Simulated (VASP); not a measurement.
# Fe (Im-3m) in VASP: notebook

Runs on Fe. Level: LDA. Tasks: single point.

Everything below comes from runs of VASP 6.6.1. Logs are shortened: lines on timing, memory, paths and dates and some standing lists are left out, and cuts for length are marked.

**1. The cell of the first run**

Symmetry: Im-3m, No. 229, cubic system. Conventional cell: a = 2.752 Å, b = 2.752 Å, c = 2.752 Å, α = 90.00°, β = 90.00°, γ = 90.00°. Within 3.1 Å of Fe (site symmetry m-3m) lie 14 Fe at 2.38 to 2.75 Å.

**2. Single point, LDA, collinear spin, ferromagnetic start**

INCAR reads:

```
SYSTEM = Fe
  ALGO = Normal
  EDIFF = 1E-6
  ENCUT = 520
  GGA = CA
  ISIF = 2
  ISMEAR = 0
  ISPIN = 2
  LASPH = .True.
  LCHARG = .True.
  LELF = .True.
  LMAXMIX = 4
  LORBIT = 11
  LREAL = .False.
  LVHAR = .True.
  LWAVE = .False.
  MAGMOM = 2.22
  NBANDS = 14
  NELM = 150
  PREC = Accurate
  SIGMA = 0.05
```

KPOINTS reads:

```
k-points
0
Gamma
  20 20 20
  0 0 0
```

POSCAR reads:

```
Fe
1.0
   -1.3759115864      1.3759115864      1.3759115864
    1.3759115864     -1.3759115864      1.3759115864
    1.3759115864      1.3759115864     -1.3759115864
Fe
1
Direct
    0.0000000000      0.0000000000      0.0000000000
```

Potentials or basis: VASP PAW LDA potentials, release 64 (Fe).

The run is started by

```sh
> cat potpaw_LDA.64/Fe/POTCAR > POTCAR
> mpirun -np 1 vasp_std > vasp.out
```

OUTCAR:

```text
SYSTEM = Fe
   EDIFF = 1E-6
   ENCUT = 520
   GGA = CA
   ISIF = 2
   ISMEAR = 0
   ISPIN = 2
   LASPH = .True.
   LORBIT = 11
   LREAL = .False.
   NELM = 150
   PREC = Accurate

 ion  position               nearest neighbor table
   1  0.000  0.000  0.000-

  LATTYP: Found a body centered cubic cell.
 ALAT       =     2.7518231728

  Lattice vectors:

 A1 = (  -1.3759115864,   1.3759115864,   1.3759115864)
 A2 = (   1.3759115864,  -1.3759115864,   1.3759115864)
 A3 = (   1.3759115864,   1.3759115864,  -1.3759115864)

Analysis of symmetry for initial positions (statically):
=====================================================================
 Subroutine PRICEL returns:
 Original cell was already a primitive cell.

 Routine SETGRP: Setting up the symmetry group for a
 body centered cubic supercell.

 Subroutine GETGRP returns: Found 48 space group operations
 (whereof 48 operations were pure point group operations)
 out of a pool of 48 trial point group operations.

The static configuration has the point symmetry O_h .

Analysis of symmetry for dynamics (positions and initial velocities):
=====================================================================
 Subroutine PRICEL returns:
 Original cell was already a primitive cell.

 Routine SETGRP: Setting up the symmetry group for a
 body centered cubic supercell.

 Subroutine GETGRP returns: Found 48 space group operations
 (whereof 48 operations were pure point group operations)
 out of a pool of 48 trial point group operations.

The dynamic configuration has the point symmetry O_h .

Analysis of structural, dynamic, and magnetic symmetry:
=====================================================================
 Subroutine PRICEL returns:
 Original cell was already a primitive cell.

 Routine SETGRP: Setting up the symmetry group for a
 body centered cubic supercell.

 Subroutine GETGRP returns: Found 48 space group operations
 (whereof 48 operations were pure point group operations)
 out of a pool of 48 trial point group operations.

The overall configuration has the point symmetry O_h .

 Subroutine INISYM returns: Found 48 space group operations
 (whereof 48 operations are pure point group operations),
 and found     1 'primitive' translations

----------------------------------------------------------------------------------------

                                     Primitive cell

  volume of cell :      10.4191

  direct lattice vectors                    reciprocal lattice vectors
    -1.375911586  1.375911586  1.375911586     0.000000000  0.363395443  0.363395443
     1.375911586 -1.375911586  1.375911586     0.363395443  0.000000000  0.363395443
     1.375911586  1.375911586 -1.375911586     0.363395443  0.363395443  0.000000000

  length of vectors
     2.383148774  2.383148774  2.383148774     0.513918764  0.513918764  0.513918764

  position of ions in fractional coordinates (direct lattice)
     0.000000000  0.000000000  0.000000000

  ion indices of the primitive-cell ions
   primitive index   ion index
                 1           1

----------------------------------------------------------------------------------------

 KPOINTS: k-points

Automatic generation of k-mesh.
 Grid dimensions read from file:
 generate k-points for:   20   20   20

 Generating k-lattice:

  Cartesian coordinates                     Fractional coordinates (reciprocal lattice)
     0.000000000  0.018169772  0.018169772     0.050000000  0.000000000  0.000000000
     0.018169772  0.000000000  0.018169772     0.000000000  0.050000000  0.000000000
     0.018169772  0.018169772  0.000000000     0.000000000  0.000000000  0.050000000

  Length of vectors
     0.025695938  0.025695938  0.025695938

  Shift w.r.t. Gamma in fractional coordinates (k-lattice)
     0.000000000  0.000000000  0.000000000

 Subroutine IBZKPT returns following result:
 ===========================================

 Found    256 irreducible k-points:

 Following reciprocal coordinates:
            Coordinates               Weight
  0.000000  0.000000  0.000000      1.000000
  0.050000  0.000000  0.000000     12.000000
  0.100000  0.000000  0.000000     12.000000
  0.150000  0.000000  0.000000     12.000000
  0.200000  0.000000  0.000000     12.000000
  0.250000  0.000000  0.000000     12.000000
[... 16 lines left out ...]
  0.200000  0.100000 -0.000000     48.000000
  0.250000  0.100000 -0.000000     48.000000
 [... further k-points ...]
   k-points           NKPTS =    256   k-points in BZ     NKDIM =    256   number of bands    NBANDS=     14
   number of dos      NEDOS =    301   number of ions     NIONS =      1
   total plane-waves  NPLWV =   5832
   dimension x,y,z NGX =    18 NGY =   18 NGZ =   18
   dimension x,y,z NGXF=    36 NGYF=   36 NGZF=   36
   ions per type =               1
   NGX,Y,Z   is equivalent  to a cutoff of  12.56, 12.56, 12.56 a.u.
   NGXF,Y,Z  is equivalent  to a cutoff of  25.11, 25.11, 25.11 a.u.
 SYSTEM =  Fe
   PREC   = accura    normal or accurate (medium, high low for compatibility)
   ISTART =      0    job   : 0-new  1-cont  2-samecut
   ICHARG =      2    charge: 1-file 2-atom 10-const
   ISPIN  =      2    spin polarized calculation?
   LNONCOLLINEAR =      F non collinear calculations
   LSORBIT =      F    spin-orbit coupling
   LASPH  =      T    aspherical Exc in radial PAW
   ENCUT  =  520.0 eV  38.22 Ry    6.18 a.u.   4.43  4.43  4.43*2*pi/ulx,y,z
   NELM   =    150;   NELMIN=  2; NELMDL= -5     # of ELM steps
   EDIFF  = 0.1E-05   stopping-criterion for ELM
   LREAL  =      F    real-space projection
   EDIFFG = 0.1E-04   stopping-criterion for IOM
   NSW    =      0    number of steps for IOM
   IBRION =     -1    ionic relax: 0-MD 1-quasi-New 2-CG
   NFREE  =      0    steps in history (QN), initial steepest desc. (CG)
   ISIF   =      2    stress and relaxation
   ISYM   =      2    0-nonsym 1-usesym 2-fastsym
   POTIM  = 0.5000    time-step for ionic-motion
   TEBEG  =    0.0;   TEEND  =   0.0 temperature during run
   PSTRESS=    0.0 pullay stress
   NELECT =       8.0000    total number of electrons
   NUPDOWN=      -1.0000    fix difference up-down
   EMIN   =  10.00;   EMAX   =-10.00  energy-range for DOS
   EFERMI =   0.00;   METHOD = LEGACY
   ISMEAR =     0;   SIGMA  =   0.05  broadening in eV -4-tet -1-fermi 0-gaus
   EFERMI_NEDOS =   21; number of points for ismear=-14 and -15
   IALGO  =     38    algorithm
   IMIX   =      4    mixing-type and parameters
     AMIX     =   0.40;   BMIX     =  1.00
     AMIX_MAG =   1.60;   BMIX_MAG =  1.00
  volume/ion in A,a.u.               =      10.42        70.31
  Fermi-wavevector in a.u.,A,eV,Ry     =   1.499090  2.832869 30.575966  2.247270
  Thomas-Fermi vector in A             =   2.610765
   LORBIT       =     11    0 simple, 1 ext, 2 COOP (PROOUT), +10 PAW based schemes
   GGA     = CA    functional components
   LHFCALC =     F    Hartree Fock is set to
   AEXX    =    0.0000 exact exchange contribution
   IVDW    =     0    specifies the selected vdW correction
   LEPSILON=     F    determine dielectric tensor
   LRPA    =     F    only Hartree local field effects (RPA)
 spin polarized calculation
 Gauss-broadening in eV      SIGMA  =   0.05
  energy-cutoff  :      520.00
  volume of cell :       10.42
 maximum number of plane-waves:       321
 NGX is ok and might be reduce to    18
   NGX =  9   NGY =  9   NGZ =  9

 number of electron       7.9999993 magnetization       1.9805285

 Free energy of the ion-electron system (eV)
  ---------------------------------------------------
  ext. energy  EPLUGINS =         0.00000000
  ---------------------------------------------------
  free energy    TOTEN  =        -9.22544395 eV

  energy without entropy =       -9.22422982  energy(sigma->0) =       -9.22483689

 E-fermi :   6.6744     XC(G=0): -13.9118

 val. band max:        6.6685743051   @ k =  -0.2000   0.3500   0.0500
 cond. band min:       6.6784976680   @ k =  -0.4000  -0.4500   0.1000
 fundamental gap:      0.0099233628
 Fermi energy:         6.6744314416

 spin component 1

 k-point     1 :       0.0000    0.0000    0.0000
  band No.  band energies     occupation
      1      -2.3992      1.00000
      2       4.1846      1.00000
      3       4.1846      1.00000
      4       4.1846      1.00000
      5       5.7308      1.00000
      6       5.7308      1.00000
      7      32.3490      0.00000
      8      32.3490      0.00000
      9      32.3490      0.00000
     10      38.0799      0.00000
     11      38.0799      0.00000
     12      40.7469      0.00000
     13      40.7469      0.00000
     14      40.7469      0.00000
[... 375 lines left out ...]
 k-point    24 :       0.2500    0.1000   -0.0000
  band No.  band energies     occupation
      1       0.9189      1.00000
      2       3.3494      1.00000
      3       3.8853      1.00000
      4       5.4855      1.00000
      5       5.9569      1.00000
      6       6.4993      1.00000
      7      21.2026      0.00000
      8      25.6951      0.00000
      9      29.5643      0.00000
     10      32.8349      0.00000
     11      37.6945      0.00000
     12      39.1919      0.00000
     13      44.9824      0.00000
     14      47.2482      0.00000

 [... further k-points ...]

 spin component 2

 k-point     1 :       0.0000    0.0000    0.0000
  band No.  band energies     occupation
      1      -2.0195      1.00000
      2       5.7957      1.00000
      3       5.7957      1.00000
      4       5.7957      1.00000
      5       7.8488      0.00000
      6       7.8488      0.00000
      7      32.5264      0.00000
      8      32.5264      0.00000
      9      32.5264      0.00000
     10      38.5600      0.00000
     11      38.5600      0.00000
     12      41.5411      0.00000
     13      41.5411      0.00000
     14      41.5411      0.00000
[... 375 lines left out ...]
 k-point    24 :       0.2500    0.1000   -0.0000
  band No.  band energies     occupation
      1       1.5138      1.00000
      2       4.8459      1.00000
      3       5.2464      1.00000
      4       7.4604      0.00000
      5       8.0410      0.00000
      6       8.2433      0.00000
      7      22.0470      0.00000
      8      26.2695      0.00000
      9      30.1945      0.00000
     10      33.3492      0.00000
     11      38.3116      0.00000
     12      39.7026      0.00000
     13      45.4311      0.00000
     14      47.8471      0.00000

 [... further k-points ...]
[... 5 lines left out ...]
  --------------------------------------------------------------------------------------
  -------------------------------------------------------------------------------------
  Total       -0.0665473     -0.0665473     -0.0665473     -0.0000000      0.0000000      0.0000000
  in kB      -10.2331524    -10.2331524    -10.2331524     -0.0000000      0.0000000      0.0000000
  external PRESSURE =     -10.2331524 kB  Pullay stress =       0.0000000 kB

 VOLUME and BASIS-vectors are now :
 -----------------------------------------------------------------------------
  energy-cutoff  :      520.00
  volume of cell :       10.42
      direct lattice vectors                 reciprocal lattice vectors
    -1.375911586  1.375911586  1.375911586     0.000000000  0.363395443  0.363395443
     1.375911586 -1.375911586  1.375911586     0.363395443  0.000000000  0.363395443
     1.375911586  1.375911586 -1.375911586     0.363395443  0.363395443  0.000000000

 POSITION                                       TOTAL-FORCE (eV/Angst)
 -----------------------------------------------------------------------------------
      0.00000      0.00000      0.00000         0.000000     -0.000000      0.000000
 -----------------------------------------------------------------------------------
    total drift:                                0.000000      0.000000      0.000000

  FREE ENERGIE OF THE ION-ELECTRON SYSTEM (eV)
  ---------------------------------------------------
  free  energy   TOTEN  =        -9.2254439489 eV

  energy  without entropy=       -9.2242298248  energy(sigma->0) =       -9.22483689

 total charge

# of ion       s       p       d       tot
------------------------------------------
    1        0.526   0.616   6.329   7.472

 magnetization (x)

# of ion       s       p       d       tot
------------------------------------------
    1       -0.009  -0.033   1.989   1.947
```

It took 44 s on 1 thread of Intel Xeon Platinum 8488C (Sapphire Rapids), shared host; peak memory 0.17 GiB.

Results:

* Free energy: -9.2254 eV
* Pressure: -1.0 GPa
* Band gap on the k mesh: zero (filled and empty bands overlap)
* Net moment: 1.98 μB per cell
* Site moments: Fe +1.95 μB
* Valence electrons inside the program's atomic spheres: Fe 7.47

**3. Single point, LDA, collinear spin, ferromagnetic start**

INCAR: that of step 2 with these lines changed.

```diff
@@ -3,4 +3,5 @@
   EDIFF = 1E-6
-  ENCUT = 520
+  ENCUT = 600
   GGA = CA
+  GGA_COMPAT = .False.
   ISIF = 2
@@ -17,4 +18,4 @@
   MAGMOM = 2.22
-  NBANDS = 14
-  NELM = 150
+  NBANDS = 18
+  NELM = 200
   PREC = Accurate
```

KPOINTS is that of step 2.

POSCAR is that of step 2.

Potentials or basis: VASP PAW LDA potentials, release 64 (Fe_sv).

The run is started by

```sh
> cat potpaw_LDA.64/Fe_sv/POTCAR > POTCAR
> mpirun -np 1 vasp_std > vasp.out
```

Wall time 40 s (1 thread of Intel Xeon 6975P-C (Granite Rapids), shared host); peak memory 0.19 GiB.

Results (log left out):

| Property | Result |
| --- | --- |
| Free energy | -9.3085 eV |
| Pressure | -4.4 GPa |
| Band gap on the k mesh | zero (filled and empty bands overlap) |
| Net moment | 1.98 μB per cell |
| Site moments | Fe +1.94 μB |
| Valence electrons inside the program's atomic spheres | Fe 13.80 |

Levels at points of the mesh, in eV from the Fermi level:
Spin up:
```
           k point  band 7  band 8  band 9  band 10  band 11  band 12
(0.00, 0.00, 0.00)   -2.50   -2.50   -0.94    -0.94    25.04    25.04
(0.50, 0.00, 0.00)   -0.90   -0.71    0.29     0.64     8.13    18.61
(0.50, 0.50, 0.50)    0.32    0.32    0.32    10.27    10.27    10.27
```
Spin down:
```tsv
k point	band 3	band 4	band 5	band 6	band 7	band 8	band 9	band 10	band 11	band 12
(0.00, 0.00, 0.00)	-51.25	-51.25	-8.75	-0.88	-0.88	-0.88	1.19	1.19	25.21	25.21
(0.50, 0.00, 0.00)	-51.46	-51.25	-4.35	-2.31	0.66	1.11	1.48	2.52	9.38	18.90
(0.50, 0.50, 0.50)	-51.69	-51.69	-3.93	-3.93	2.17	2.17	2.17	10.72	10.72	10.72
```
